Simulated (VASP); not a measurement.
The system is CaSe.

```
CELL_PARAMETERS angstrom
0.00000 2.98527 2.98527
2.98527 0.00000 2.98527
2.98527 2.98527 0.00000
ATOMIC_POSITIONS crystal
Se 0.50000 0.50000 0.50000
Ca 0.00000 0.00000 0.00000
```

```yaml
Program: VASP 6.6.1
Task: relaxation of cell and atoms
Functional: PBEsol
Potentials_or_basis: VASP PAW PBE potentials, release 64 (Se, Ca_sv)
Cutoff: 400 eV
k_mesh: 5 × 5 × 5
Occupations: gaussian, width 0.03 eV
Spin: no spin polarisation
```

At the start: pressure -2.2 GPa; volume 26.60 Å³/atom.

Question: Where does the relaxation end?

Answer: Over 4 steps the energy falls by 8.5 meV/atom and the volume is 25.37 Å³/atom (-4.6 %); space group Fm-3m (No. 225, to 0.1 Å) before and after.

The path:
| step | energy change (eV) | largest force (eV/Å) | pressure (GPa) | volume (Å³) |
| --- | --- | --- | --- | --- |
| 1 | 0.0000 | 0.0000 | -2.24 | 53.21 |
| 2 | -0.0175 | 0.0000 | 0.36 | 50.40 |
| 3 | -0.0179 | 0.0000 | 0.02 | 50.74 |
| 4 | -0.0170 | 0.0000 | 0.01 | 50.74 |

Final structure:
```
Se Ca
1.0
     0.00000    2.93842    2.93842
     2.93842    0.00000    2.93842
     2.93842    2.93842    0.00000
Se Ca
1 1
Cartesian
  2.9384 2.9384 2.9384
  0.0000 0.0000 0.0000
```

Caveat: the PAW data sets were made with another functional, which shifts forces and pressure a little.
